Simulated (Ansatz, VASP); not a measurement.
TiHg3Sb2: VASP beside Ansatz

The input INCAR:

```
SYSTEM = TiHg3Sb2
PREC = Accurate
ENCUT = 600
EDIFF = 1E-6
ISMEAR = 0
SIGMA = 0.1
LREAL = .False.
LASPH = .True.
NELM = 100
ALGO = Normal
ISIF = 3
LWAVE = .False.
LCHARG = .False.
GGA = PE
IBRION = 2
NSW = 90
EDIFFG = -0.04
```

Contents of KPOINTS:

```
regular mesh
0
Gamma
  4 4 2
  0 0 0
```

Contents of POSCAR:

```
TiHg3Sb2
1.0
    4.0236835700      0.0000000000      0.0000000000
    0.0000000000      4.0236835700      0.0000000000
    0.0000000000      0.0000000000      8.5422250000
Ti Hg Sb
1 3 2
Direct
    0.0000000000      0.0000000000      0.6251500200
    0.5000000000      0.0000000000      0.9985610200
    0.0000000000      0.5000000000      0.9985610200
    0.5000000000      0.5000000000      0.3788870000
    0.5000000000      0.5000000000      0.7286009800
    0.0000000000      0.0000000000      0.2702390000
```

Input for Ansatz:

```yaml
crystal:
  lattice:
    - [4.02368357, 0.0, 0.0]
    - [0.0, 4.02368357, 0.0]
    - [0.0, 0.0, 8.542225]
  atoms:
    - { symbol: Ti, position: [0.0, 0.0, 0.62515002] }
    - { symbol: Hg, position: [0.5, 0.0, 0.99856102] }
    - { symbol: Hg, position: [0.0, 0.5, 0.99856102] }
    - { symbol: Hg, position: [0.5, 0.5, 0.378887] }
    - { symbol: Sb, position: [0.5, 0.5, 0.72860098] }
    - { symbol: Sb, position: [0.0, 0.0, 0.270239] }
basis:
  ecutwfc: 420
kpoints:
  mp_grid: { grid: [4, 4, 2] }
hamiltonian:
  xc: pbe
scf:
  occupations: { method: gaussian, width: 0.1 }
  lower_state_search: "off"
output:
  forces: true
  stress: true
  eigenvalues: true
relax:
  adjacent_minimum: "off"
  f_tol: 0.04
  max_steps: 70
  cell: { stress_tol: 0.4 }
```

Change from the starting cell: species swapped into the Zr2As3S type (P4mm, No. 99).

Alike in both runs: task relaxation of cell and atoms; functional PBE; k mesh 4 × 4 × 2; occupations gaussian, width 0.1 eV; no spin polarisation.

```csv
,VASP,Ansatz
version,VASP 6.6.1,Ansatz 0.2.0
potentials or method,"VASP PAW PBE potentials, release 64 (Ti_sv, Hg, Sb), cutoff 600 eV","scalar-relativistic, plane waves, PAW"
valence electrons in the cell,58,102
```

Ansatz gave:

| Item | Value |
| --- | --- |
| gap on the k mesh at the Fermi level, each at its own relaxed structure (eV) | none |
| relaxed volume (Å³/atom) | 27.38 |
| relaxed cell length with the largest relative difference (Å) | 10.031 |

Question: Estimate VASP's values.

Answer: gap on the k mesh at the Fermi level, each at its own relaxed structure (eV): none; relaxed volume (Å³/atom): 27.52; relaxed cell length with the largest relative difference (Å): 10.055.

A gap of «none» marks a metal or a gap that the smearing closes. VASP's potentials hold 58 valence electrons a cell and Ansatz's 102, so a difference there can come from the potentials and not from the codes.

The k mesh is coarse, so the values compare programs but aren't converged. Neither program's run includes spin-orbit coupling. Noted on VASP's run: the volume moved by over 15 % at a fixed basis, so the end points are rough.
